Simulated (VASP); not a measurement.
# Sb (Im-3m) in VASP: a series of runs

Runs on Sb. Level: r2SCAN. Tasks: single point.

Program: VASP 6.6.1. These are calculated values, not measurements. Logs are shortened: lines on timing, memory, paths and dates and some standing lists are left out, and cuts for length are marked.

## Step 1: The cell of the first run

The structure is cubic, space group Im-3m (No. 229). The conventional cell has a = 3.773 Å, b = 3.773 Å, c = 3.773 Å, α = 90.00°, β = 90.00°, γ = 90.00°. Sb (site symmetry m-3m) has 14 Sb at 3.27 to 3.77 Å within 4.3 Å.

## Step 2: Single point, r2SCAN

The input, POSCAR:

```
Sb
1.0
    1.8863414650      1.8863414650      1.8863414650
   -1.8863414650      1.8863414650      1.8863414650
   -1.8863414650     -1.8863414650      1.8863414650
Sb
1
Direct
    0.0000000000      0.0000000000      0.0000000000
```

The input, INCAR.step1:

```
SYSTEM = Sb
PREC = Accurate
ENCUT = 520
ISMEAR = -1
SIGMA = 0.1
LREAL = .False.
LASPH = .True.
NELM = 60
NBANDS = 8
GGA = PE
ALGO = Normal
EDIFF = 1E-4
LWAVE = .True.
LCHARG = .False.
```

The input, INCAR.step2:

```
SYSTEM = Sb
PREC = Accurate
ENCUT = 520
EDIFF = 1E-6
ISMEAR = -1
SIGMA = 0.1
LREAL = .False.
LASPH = .True.
NELM = 60
ALGO = Normal
ISIF = 2
LWAVE = .False.
LCHARG = .True.
METAGGA = R2SCAN
LMIXTAU = .True.
LELF = .True.
LVHAR = .True.
NBANDS = 8
ISTART = 1
```

The input, KPOINTS:

```
regular mesh
0
Gamma
  8 8 8
  0 0 0
```

Potentials or basis: VASP PAW PBE potentials, release 64 (Sb).

The run is started by

```console
$ cat potpaw_PBE.64/Sb/POTCAR > POTCAR
$ cp INCAR.step1 INCAR
$ mpirun -np 1 vasp_std > vasp.out
$ cp INCAR.step2 INCAR
$ mpirun -np 1 vasp_std > vasp.out
```

OUTCAR:

```text
SYSTEM = Sb
   PREC = Accurate
   ENCUT = 520
   EDIFF = 1E-6
   ISMEAR = -1
   LREAL = .False.
   LASPH = .True.
   NELM = 60
   ISIF = 2
   METAGGA = R2SCAN
   ISTART = 1

 ion  position               nearest neighbor table
   1  0.000  0.000  0.000-

  LATTYP: Found a body centered cubic cell.
 ALAT       =     3.7726829300

  Lattice vectors:

 A1 = (   1.8863414650,  -1.8863414650,  -1.8863414650)
 A2 = (   1.8863414650,   1.8863414650,   1.8863414650)
 A3 = (  -1.8863414650,  -1.8863414650,   1.8863414650)

Analysis of symmetry for initial positions (statically):
=====================================================================
 Subroutine PRICEL returns:
 Original cell was already a primitive cell.

 Routine SETGRP: Setting up the symmetry group for a
 body centered cubic supercell.

 Subroutine GETGRP returns: Found 48 space group operations
 (whereof 48 operations were pure point group operations)
 out of a pool of 48 trial point group operations.

The static configuration has the point symmetry O_h .

Analysis of symmetry for dynamics (positions and initial velocities):
=====================================================================
 Subroutine PRICEL returns:
 Original cell was already a primitive cell.

 Routine SETGRP: Setting up the symmetry group for a
 body centered cubic supercell.

 Subroutine GETGRP returns: Found 48 space group operations
 (whereof 48 operations were pure point group operations)
 out of a pool of 48 trial point group operations.

The dynamic configuration has the point symmetry O_h .

 Subroutine INISYM returns: Found 48 space group operations
 (whereof 48 operations are pure point group operations),
 and found     1 'primitive' translations

----------------------------------------------------------------------------------------

                                     Primitive cell

  volume of cell :      26.8486

  direct lattice vectors                    reciprocal lattice vectors
     1.886341465  1.886341465  1.886341465     0.265063356  0.000000000  0.265063356
    -1.886341465  1.886341465  1.886341465    -0.265063356  0.265063356  0.000000000
    -1.886341465 -1.886341465  1.886341465     0.000000000 -0.265063356  0.265063356

  length of vectors
     3.267239258  3.267239258  3.267239258     0.374856193  0.374856193  0.374856193

  position of ions in fractional coordinates (direct lattice)
     0.000000000  0.000000000  0.000000000

  ion indices of the primitive-cell ions
   primitive index   ion index
                 1           1

----------------------------------------------------------------------------------------

 KPOINTS: regular mesh

Automatic generation of k-mesh.
 Grid dimensions read from file:
 generate k-points for:    8    8    8

 Generating k-lattice:

  Cartesian coordinates                     Fractional coordinates (reciprocal lattice)
     0.033132920  0.000000000  0.033132920     0.125000000  0.000000000  0.000000000
    -0.033132920  0.033132920  0.000000000     0.000000000  0.125000000  0.000000000
     0.000000000 -0.033132920  0.033132920     0.000000000  0.000000000  0.125000000

  Length of vectors
     0.046857024  0.046857024  0.046857024

  Shift w.r.t. Gamma in fractional coordinates (k-lattice)
     0.000000000  0.000000000  0.000000000

 Subroutine IBZKPT returns following result:
 ===========================================

 Found     29 irreducible k-points:

 Following reciprocal coordinates:
            Coordinates               Weight
  0.000000  0.000000  0.000000      1.000000
  0.125000  0.000000  0.000000     12.000000
  0.250000  0.000000  0.000000     12.000000
  0.375000  0.000000  0.000000     12.000000
  0.500000  0.000000  0.000000      6.000000
  0.250000  0.125000  0.000000     24.000000
[... 16 lines left out ...]
  0.375000  0.250000  0.250000     24.000000
  0.500000  0.250000  0.250000     12.000000
 [... further k-points ...]
   k-points           NKPTS =     29   k-points in BZ     NKDIM =     29   number of bands    NBANDS=      8
   number of dos      NEDOS =    301   number of ions     NIONS =      1
   total plane-waves  NPLWV =  13824
   dimension x,y,z NGX =    24 NGY =   24 NGZ =   24
   dimension x,y,z NGXF=    48 NGYF=   48 NGZF=   48
   ions per type =               1
   NGX,Y,Z   is equivalent  to a cutoff of  12.21, 12.21, 12.21 a.u.
   NGXF,Y,Z  is equivalent  to a cutoff of  24.42, 24.42, 24.42 a.u.
 SYSTEM =  Sb
   PREC   = accura    normal or accurate (medium, high low for compatibility)
   ISTART =      1    job   : 0-new  1-cont  2-samecut
   ICHARG =      0    charge: 1-file 2-atom 10-const
   ISPIN  =      1    spin polarized calculation?
   LNONCOLLINEAR =      F non collinear calculations
   LSORBIT =      F    spin-orbit coupling
   LASPH  =      T    aspherical Exc in radial PAW
   ENCUT  =  520.0 eV  38.22 Ry    6.18 a.u.   6.07  6.07  6.07*2*pi/ulx,y,z
   NELM   =     60;   NELMIN=  2; NELMDL=  0     # of ELM steps
   EDIFF  = 0.1E-05   stopping-criterion for ELM
   LREAL  =      F    real-space projection
   EDIFFG = 0.1E-04   stopping-criterion for IOM
   NSW    =      0    number of steps for IOM
   IBRION =     -1    ionic relax: 0-MD 1-quasi-New 2-CG
   NFREE  =      0    steps in history (QN), initial steepest desc. (CG)
   ISIF   =      2    stress and relaxation
   ISYM   =      2    0-nonsym 1-usesym 2-fastsym
   POTIM  = 0.5000    time-step for ionic-motion
   TEBEG  =    0.0;   TEEND  =   0.0 temperature during run
   PSTRESS=    0.0 pullay stress
   NELECT =       5.0000    total number of electrons
   NUPDOWN=      -1.0000    fix difference up-down
   EMIN   =  10.00;   EMAX   =-10.00  energy-range for DOS
   EFERMI =   0.00;   METHOD = LEGACY
   ISMEAR =    -1;   SIGMA  =   0.10  broadening in eV -4-tet -1-fermi 0-gaus
   EFERMI_NEDOS =   21; number of points for ismear=-14 and -15
   IALGO  =     38    algorithm
   IMIX   =      4    mixing-type and parameters
     AMIX     =   0.40;   BMIX     =  1.00
     AMIX_MAG =   1.60;   BMIX_MAG =  1.00
  volume/ion in A,a.u.               =      26.85       181.18
  Fermi-wavevector in a.u.,A,eV,Ry     =   0.934884  1.766675 11.891609  0.874009
  Thomas-Fermi vector in A             =   2.061735
   LORBIT       =      0    0 simple, 1 ext, 2 COOP (PROOUT), +10 PAW based schemes
   METAGGA = R2SCAN    functional components
   LHFCALC =     F    Hartree Fock is set to
   AEXX    =    0.0000 exact exchange contribution
   IVDW    =     0    specifies the selected vdW correction
   LEPSILON=     F    determine dielectric tensor
   LRPA    =     F    only Hartree local field effects (RPA)
 non-spin polarized calculation
  energy-cutoff  :      520.00
  volume of cell :       26.85
 maximum number of plane-waves:       736
   NGX = 13   NGY = 13   NGZ = 13

 number of electron       5.0000000 magnetization

 Free energy of the ion-electron system (eV)
  ---------------------------------------------------
  ext. energy  EPLUGINS =         0.00000000
  ---------------------------------------------------
  free energy    TOTEN  =       -25.33742623 eV

  energy without entropy =      -25.31851594  energy(sigma->0) =      -25.32797108

 E-fermi :   8.4035     XC(G=0): -10.7900

 val. band max:        8.2960128788   @ k =   0.2500   0.1250   0.1250
 cond. band min:       8.5553087183   @ k =   0.2500   0.2500   0.2500
 fundamental gap:      0.2592958395
 Fermi energy:         8.4035241432

 k-point     1 :       0.0000    0.0000    0.0000
  band No.  band energies     occupation
      1      -5.0597      2.00000
      2      14.2204      0.00000
      3      14.2204      0.00000
      4      14.2204      0.00000
      5      19.3861      0.00000
      6      19.3861      0.00000
      7      19.3861      0.00000
      8      21.0857      0.00000

 k-point     2 :       0.1250    0.0000    0.0000
  band No.  band energies     occupation
      1      -4.7132      2.00000
      2      11.9509      0.00000
      3      13.2087      0.00000
      4      13.9543      0.00000
      5      18.0977      0.00000
      6      18.1252      0.00000
      7      20.2678      0.00000
      8      20.6935      0.00000

 k-point     3 :       0.2500    0.0000    0.0000
  band No.  band energies     occupation
      1      -3.6864      2.00000
      2       8.0839      1.92139
      3      11.6309      0.00000
      4      13.3081      0.00000
      5      16.6140      0.00000
      6      16.7661      0.00000
      7      20.5076      0.00000
      8      21.4906      0.00000

 k-point     4 :       0.3750    0.0000    0.0000
  band No.  band energies     occupation
      1      -2.0698      2.00000
      2       4.5238      2.00000
      3      10.5112      0.00000
      4      12.7033      0.00000
      5      15.7316      0.00000
      6      15.9515      0.00000
      7      21.7641      0.00000
      8      22.7612      0.00000

 k-point     5 :       0.5000    0.0000    0.0000
  band No.  band energies     occupation
      1      -0.7399      2.00000
      2       2.5211      2.00000
      3      10.1171      0.00000
      4      12.4686      0.00000
      5      15.4439      0.00000
      6      15.6794      0.00000
      7      23.1961      0.00000
      8      24.2777      0.00000
[... 177 lines left out ...]
 k-point    22 :       0.2500    0.2500    0.2500
  band No.  band energies     occupation
      1      -2.3367      2.00000
      2       8.5553      0.35956
      3       9.0980      0.00193
      4       9.0980      0.00193
      5      14.1885      0.00000
      6      21.2565      0.00000
      7      21.2580      0.00000
      8      21.2580      0.00000

 k-point    23 :       0.3750    0.2500    0.2500
  band No.  band energies     occupation
      1      -0.7676      2.00000
      2       5.6844      2.00000
      3       8.0238      1.95614
      4       9.1882      0.00078
      5      14.0021      0.00000
      6      18.4828      0.00000
      7      20.4479      0.00000
      8      21.5878      0.00000

 k-point    24 :       0.5000    0.2500    0.2500
  band No.  band energies     occupation
      1       0.4790      2.00000
      2       3.8625      2.00000
      3       7.6475      1.99896
      4       9.2317      0.00051
      5      14.9520      0.00000
      6      16.5309      0.00000
      7      20.1720      0.00000
      8      21.4114      0.00000

 [... further k-points ...]
[... 5 lines left out ...]
  --------------------------------------------------------------------------------------
  -------------------------------------------------------------------------------------
  Total       -0.0121397     -0.0121397     -0.0121397     -0.0000000      0.0000000     -0.0000000
  in kB       -0.7244319     -0.7244319     -0.7244319     -0.0000000      0.0000000     -0.0000000
  external PRESSURE =      -0.7244319 kB  Pullay stress =       0.0000000 kB

 VOLUME and BASIS-vectors are now :
 -----------------------------------------------------------------------------
  energy-cutoff  :      520.00
  volume of cell :       26.85
      direct lattice vectors                 reciprocal lattice vectors
     1.886341465  1.886341465  1.886341465     0.265063356  0.000000000  0.265063356
    -1.886341465  1.886341465  1.886341465    -0.265063356  0.265063356  0.000000000
    -1.886341465 -1.886341465  1.886341465     0.000000000 -0.265063356  0.265063356

 POSITION                                       TOTAL-FORCE (eV/Angst)
 -----------------------------------------------------------------------------------
      0.00000      0.00000      0.00000         0.000000     -0.000000      0.000000
 -----------------------------------------------------------------------------------
    total drift:                                0.000000     -0.000000     -0.000000

  FREE ENERGIE OF THE ION-ELECTRON SYSTEM (eV)
  ---------------------------------------------------
  free  energy   TOTEN  =       -25.3374262295 eV

  energy  without entropy=      -25.3185159384  energy(sigma->0) =      -25.32797108
```

Run time: 24 s. Hardware: 1 thread of Intel Xeon 8259CL, shared host; peak memory 0.14 GiB.

Results:

| Property | Result |
| --- | --- |
| Free energy | -25.3374 eV |
| Pressure | -0.1 GPa |

Levels at points of the mesh, in eV from the Fermi level:
```
           k point  band 1  band 2  band 3  band 4  band 5  band 6  band 7
(0.00, 0.00, 0.00)  -13.46    5.82    5.82    5.82   10.98   10.98   10.98
(0.50, 0.00, 0.00)   -9.14   -5.88    1.71    4.07    7.04    7.28   14.79
(0.50, 0.50, 0.50)   -5.58   -2.19   -2.19   -2.19    3.39    3.39   18.39
```

Caveat: the PAW data sets were made with another functional, which shifts forces and pressure a little; spin-orbit coupling is left out, which moves the levels of the heavy elements.

## Step 3: Single point, r2SCAN

This run uses another cell than the first one, of 26.45 Å³/atom, 0.985 times its volume.

The input, POSCAR:

```
Sb
1.0
    1.8768622022      1.8768622022      1.8768622022
   -1.8768622022      1.8768622022      1.8768622022
   -1.8768622022     -1.8768622022      1.8768622022
Sb
1
Direct
    0.0000000000      0.0000000000      0.0000000000
```

The input, INCAR.step1:

```
SYSTEM = Sb
PREC     = Accurate       ! precision mode
ENCUT    = 520            ! plane-wave cutoff, eV
ISMEAR   = -1             ! smearing method
SIGMA    = 0.1            ! smearing width, eV
LREAL    = .FALSE.        ! projectors in reciprocal space
LASPH    = .TRUE.         ! aspherical terms in the spheres
NELM     = 60             ! most SCF steps
NBANDS   = 8              ! bands
GGA      = PE             ! functional
ALGO     = Normal         ! electronic algorithm
EDIFF    = 1E-4           ! SCF threshold, eV
LWAVE    = .TRUE.         ! write WAVECAR
LCHARG   = .FALSE.        ! write CHGCAR
```

The input, INCAR.step2:

```
SYSTEM = Sb
PREC     = Accurate       ! precision mode
ENCUT    = 520            ! plane-wave cutoff, eV
EDIFF    = 1E-6           ! SCF threshold, eV
ISMEAR   = -1             ! smearing method
SIGMA    = 0.1            ! smearing width, eV
LREAL    = .FALSE.        ! projectors in reciprocal space
LASPH    = .TRUE.         ! aspherical terms in the spheres
NELM     = 60             ! most SCF steps
ALGO     = Normal         ! electronic algorithm
ISIF     = 2              ! what is computed and relaxed
LWAVE    = .FALSE.        ! write WAVECAR
LCHARG   = .FALSE.        ! write CHGCAR
METAGGA  = R2SCAN         ! meta-GGA
LMIXTAU  = .TRUE.       
NBANDS   = 8              ! bands
ISTART   = 1
```

The input, KPOINTS:

```
Automatic mesh
0
G
  8 8 8
  0 0 0
```

Potentials or basis: VASP PAW PBE potentials, release 64 (Sb).

The run is started by

```console
$ cat potpaw_PBE.64/Sb/POTCAR > POTCAR
$ cp INCAR.step1 INCAR
$ mpirun -np 1 vasp_std > vasp.out
$ cp INCAR.step2 INCAR
$ mpirun -np 1 vasp_std > vasp.out
```

Wall time 19 s (1 thread of Intel Xeon 8259CL, shared host); peak memory 0.14 GiB.

The run converged. Its results:

* Free energy: -25.3364 eV
* Pressure: 0.9 GPa

Levels at points of the mesh, in eV from the Fermi level:
```tsv
k point	band 1	band 2	band 3	band 4	band 5	band 6	band 7
(0.00, 0.00, 0.00)	-13.60	5.94	5.94	5.94	11.03	11.03	11.03
(0.50, 0.00, 0.00)	-9.18	-5.99	1.74	4.11	7.09	7.28	14.89
(0.50, 0.50, 0.50)	-5.51	-2.24	-2.24	-2.24	3.34	3.34	18.47
```

Caveat: the PAW data sets were made with another functional, which shifts forces and pressure a little; spin-orbit coupling is left out, which moves the levels of the heavy elements.

## Step 4: Single point, r2SCAN

This run uses another cell than the first one, of 27.25 Å³/atom, 1.015 times its volume.

The input, POSCAR:

```
Sb
1.0
    1.8957264029      1.8957264029      1.8957264029
   -1.8957264029      1.8957264029      1.8957264029
   -1.8957264029     -1.8957264029      1.8957264029
Sb
1
Direct
    0.0000000000      0.0000000000      0.0000000000
```

The input, INCAR.step1:

```
SYSTEM = Sb
  PREC = Accurate
  ENCUT = 520
  ISMEAR = -1
  SIGMA = 0.1
  LREAL = .False.
  LASPH = .True.
  NELM = 60
  NBANDS = 8
  GGA = PE
  ALGO = Normal
  EDIFF = 1E-4
  LWAVE = .True.
  LCHARG = .False.
```

The input, INCAR.step2:

```
SYSTEM = Sb
  PREC = Accurate
  ENCUT = 520
  EDIFF = 1E-6
  ISMEAR = -1
  SIGMA = 0.1
  LREAL = .False.
  LASPH = .True.
  NELM = 60
  ALGO = Normal
  ISIF = 2
  LWAVE = .False.
  LCHARG = .False.
  METAGGA = R2SCAN
  LMIXTAU = .True.
  NBANDS = 8
  ISTART = 1
```

The input, KPOINTS:

```
regular mesh
0
Gamma
  8 8 8
  0 0 0
```

The run is started by

```console
$ cat potpaw_PBE.64/Sb/POTCAR > POTCAR
$ cp INCAR.step1 INCAR
$ mpirun -np 1 vasp_std > vasp.out
$ cp INCAR.step2 INCAR
$ mpirun -np 1 vasp_std > vasp.out
```

Wall time 25 s (1 thread of Intel Xeon 8259CL, shared host); peak memory 0.14 GiB.

Results (log left out):

```
Free energy : -25.3361 eV
Pressure    : -0.9 GPa
```

Levels at points of the mesh, in eV from the Fermi level:
```
           k point  band 1  band 2  band 3  band 4  band 5  band 6  band 7  band 8
(0.00, 0.00, 0.00)  -13.34    5.70    5.70    5.70   10.93   10.93   10.93   12.68
(0.50, 0.00, 0.00)   -9.11   -5.78    1.68    4.02    7.00    7.27   14.70   15.77
(0.50, 0.50, 0.50)   -5.65   -2.15   -2.15   -2.15    3.43    3.43   18.30   18.30
```

Caveat: the PAW data sets were made with another functional, which shifts forces and pressure a little; spin-orbit coupling is left out, which moves the levels of the heavy elements.

## Step 5: Overview

```csv
cell,gap on the mesh (eV),pressure (GPa)
"a = 3.267 Å, angles 70.5, 109.5, 70.5°, 1 atom",none,-0.1
"a = 3.251 Å, angles 70.5, 109.5, 70.5°, 1 atom",none,0.9
"a = 3.283 Å, angles 70.5, 109.5, 70.5°, 1 atom",none,-0.9
```

Alike in all rows: task single point; level r2SCAN; potentials or basis VASP PAW PBE potentials, release 64 (Sb); no spin polarisation; k mesh 8 × 8 × 8; cutoff (eV) 520; smearing fermi-dirac 0.1 eV.

Caveats: the PAW data sets were made with another functional, which shifts forces and pressure a little; spin-orbit coupling is left out, which moves the levels of the heavy elements.

Absolute energies hang on the potentials; compare differences alone.
